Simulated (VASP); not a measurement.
# Zr (Fd-3m) in VASP: notebook, part 2 of 2

VASP 6.6.1. Earlier steps stand in the parts before.

### 3 Density of states, PBEsol

This run uses another cell than the first one, of 28.92 Å³/atom, 1.136 times its volume.

POSCAR reads:

```
Zr
1.0
    0.0000000000      3.0694575045      3.0694575045
    3.0694575045      0.0000000000      3.0694575045
    3.0694575045      3.0694575045      0.0000000000
Zr
2
Direct
   -0.1250000000     -0.1250000000     -0.1250000000
    0.1250000000      0.1250000000      0.1250000000
```

INCAR.step1 reads:

```
SYSTEM = Zr
ALGO = Normal
EDIFF = 1E-7
ENCUT = 520
GGA = PS
ISIF = 2
ISMEAR = -1
LASPH = .True.
LCHARG = .True.
LMAXMIX = 4
LREAL = .False.
LWAVE = .False.
NBANDS = 19
NELM = 60
PREC = Accurate
SIGMA = 0.1
```

KPOINTS.step1 reads:

```
k-points
0
Gamma
  12 12 12
  0 0 0
```

INCAR.step2 reads:

```
SYSTEM = Zr
ALGO = Normal
EDIFF = 1E-7
ENCUT = 520
GGA = PS
ICHARG = 11
ISIF = 2
ISMEAR = -5
LASPH = .True.
LCHARG = .False.
LMAXMIX = 4
LORBIT = 10
LREAL = .False.
LWAVE = .False.
NEDOS = 1001
NELM = 60
PREC = Accurate
SIGMA = 0.1
```

KPOINTS.step2 reads:

```
k-points
0
Gamma
  18 18 18
  0 0 0
```

Potentials or basis: VASP PAW PBE potentials, release 64 (Zr_sv).

The run is started by

```console
$ cat potpaw_PBE.64/Zr_sv/POTCAR > POTCAR
$ cp INCAR.step1 INCAR
$ cp KPOINTS.step1 KPOINTS
$ mpirun -np 1 vasp_std > vasp.out
$ cp INCAR.step2 INCAR
$ cp KPOINTS.step2 KPOINTS
$ mpirun -np 1 vasp_std > vasp.out
```

OUTCAR:

```text
SYSTEM = Zr
   EDIFF = 1E-7
   ENCUT = 520
   GGA = PS
   ICHARG = 11
   ISIF = 2
   ISMEAR = -5
   LASPH = .True.
   LORBIT = 10
   LREAL = .False.
   NELM = 60
   PREC = Accurate

 ion  position               nearest neighbor table
   1  0.875  0.875  0.875-   2 2.66   2 2.66   2 2.66   2 2.66
   2  0.125  0.125  0.125-   1 2.66   1 2.66   1 2.66   1 2.66

  LATTYP: Found a face centered cubic cell.
 ALAT       =     6.1389150090

  Lattice vectors:

 A1 = (   0.0000000000,   3.0694575045,   3.0694575045)
 A2 = (   3.0694575045,   0.0000000000,   3.0694575045)
 A3 = (   3.0694575045,   3.0694575045,   0.0000000000)

Analysis of symmetry for initial positions (statically):
=====================================================================
 Subroutine PRICEL returns:
 Original cell was already a primitive cell.

 Routine SETGRP: Setting up the symmetry group for a
 face centered cubic supercell.

 Subroutine GETGRP returns: Found 48 space group operations
 (whereof 12 operations were pure point group operations)
 out of a pool of 48 trial point group operations.

The static configuration has the point symmetry D_3d.
 The point group associated with its full space group is O_h .

Analysis of symmetry for dynamics (positions and initial velocities):
=====================================================================
 Subroutine PRICEL returns:
 Original cell was already a primitive cell.

 Routine SETGRP: Setting up the symmetry group for a
 face centered cubic supercell.

 Subroutine GETGRP returns: Found 48 space group operations
 (whereof 12 operations were pure point group operations)
 out of a pool of 48 trial point group operations.

The dynamic configuration has the point symmetry D_3d.
 The point group associated with its full space group is O_h .

 Subroutine INISYM returns: Found 48 space group operations
 (whereof 12 operations are pure point group operations),
 and found     1 'primitive' translations
[... 121 lines left out ...]
   LORBIT       =     10    0 simple, 1 ext, 2 COOP (PROOUT), +10 PAW based schemes
   GGA     = PS    functional components
   LHFCALC =     F    Hartree Fock is set to
   AEXX    =    0.0000 exact exchange contribution
   IVDW    =     0    specifies the selected vdW correction
   LEPSILON=     F    determine dielectric tensor
   LRPA    =     F    only Hartree local field effects (RPA)
 non-spin polarized calculation
 Fermi weights with tetrahedron method with Bloechl corrections
  energy-cutoff  :      520.00
  volume of cell :       57.84
 maximum number of plane-waves:      1588

 number of electron      24.0000000 magnetization

 Free energy of the ion-electron system (eV)
  ---------------------------------------------------
  ext. energy  EPLUGINS =         0.00000000
  ---------------------------------------------------
  free energy    TOTEN  =       -13.26951180 eV

  energy without entropy =      -13.26951180  energy(sigma->0) =      -13.26951180

 E-fermi :   6.0469     XC(G=0):  -9.9381

 val. band max:        6.0682495209   @ k =  -0.2778   0.5000   0.2222
 cond. band min:       6.0225324044   @ k =  -0.4444   0.0556   0.0000
 fundamental gap:     -0.0457171165
 Fermi energy:         6.0469375857

 k-point     1 :       0.0000    0.0000    0.0000
  band No.  band energies     occupation
      1     -42.7597      2.00000
      2     -42.0468      2.00000
      3     -21.1640      2.00000
      4     -21.1640      2.00000
      5     -21.1640      2.00000
      6     -20.0030      2.00000
[... 433 lines left out ...]
      3     -21.2631      2.00000
      4     -21.2281      2.00000
      5     -21.1473      2.00000
      6     -20.0178      2.00000
[... 8 lines left out ...]
     15       7.0230      0.00000
     16       8.2370      0.00000

 [... further k-points ...]

------------------------ aborting loop because EDIFF is reached ----------------------------------------

  FORCE on cell =-STRESS in cart. coord.  units (eV):
  Direction    XX          YY          ZZ          XY          YZ          ZX
  --------------------------------------------------------------------------------------
  -------------------------------------------------------------------------------------
  Total       -0.3624127     -0.3624127     -0.3624127     -0.0000000     -0.0000000     -0.0000000
  in kB      -10.0392009    -10.0392009    -10.0392009     -0.0000000     -0.0000000     -0.0000000
  external PRESSURE =     -10.0392009 kB  Pullay stress =       0.0000000 kB

 VOLUME and BASIS-vectors are now :
 -----------------------------------------------------------------------------
  energy-cutoff  :      520.00
  volume of cell :       57.84
      direct lattice vectors                 reciprocal lattice vectors
     0.000000000  3.069457504  3.069457504    -0.162895235  0.162895235  0.162895235
     3.069457504  0.000000000  3.069457504     0.162895235 -0.162895235  0.162895235
     3.069457504  3.069457504  0.000000000     0.162895235  0.162895235 -0.162895235

 POSITION                                       TOTAL-FORCE (eV/Angst)
 -----------------------------------------------------------------------------------
      5.37155      5.37155      5.37155        -0.000000      0.000000     -0.000000
      0.76736      0.76736      0.76736         0.000000     -0.000000      0.000000
 -----------------------------------------------------------------------------------
    total drift:                                0.000000      0.000000     -0.000000

  FREE ENERGIE OF THE ION-ELECTRON SYSTEM (eV)
  ---------------------------------------------------
  free  energy   TOTEN  =       -13.2695117973 eV

  energy  without entropy=      -13.2695117973  energy(sigma->0) =      -13.26951180

 total charge

# of ion       s       p       d       tot
------------------------------------------
    1        2.267   5.873   2.012  10.152
    2        2.267   5.873   2.012  10.152
--------------------------------------------------
tot          4.533  11.747   4.025  20.305
```

Run time: 67 s. Hardware: 1 thread of Intel Xeon 6975P-C (Granite Rapids), shared host; peak memory 0.28 GiB.

Results:

| Property | Result |
| --- | --- |
| Valence electrons inside the program's atomic spheres | Zr 10.15 |

Levels at points of the mesh, in eV from the Fermi level:
| k point | band 9 | band 10 | band 11 | band 12 | band 13 | band 14 | band 15 | band 16 |
| --- | --- | --- | --- | --- | --- | --- | --- | --- |
| (0.00, 0.00, 0.00) | -4.19 | -0.96 | -0.96 | 0.01 | 0.01 | 0.01 | 2.26 | 2.26 |
| (0.50, 0.00, 0.00) | -1.63 | -1.26 | -0.84 | -0.84 | -0.19 | -0.19 | 0.89 | 3.43 |
| (0.50, 0.50, 0.00) | -1.98 | -1.98 | -0.11 | -0.11 | 0.53 | 0.53 | 1.77 | 1.77 |

Caveat: the PAW data sets were made with another functional, which shifts forces and pressure a little; tetrahedron occupations give inexact forces and stress in metals.
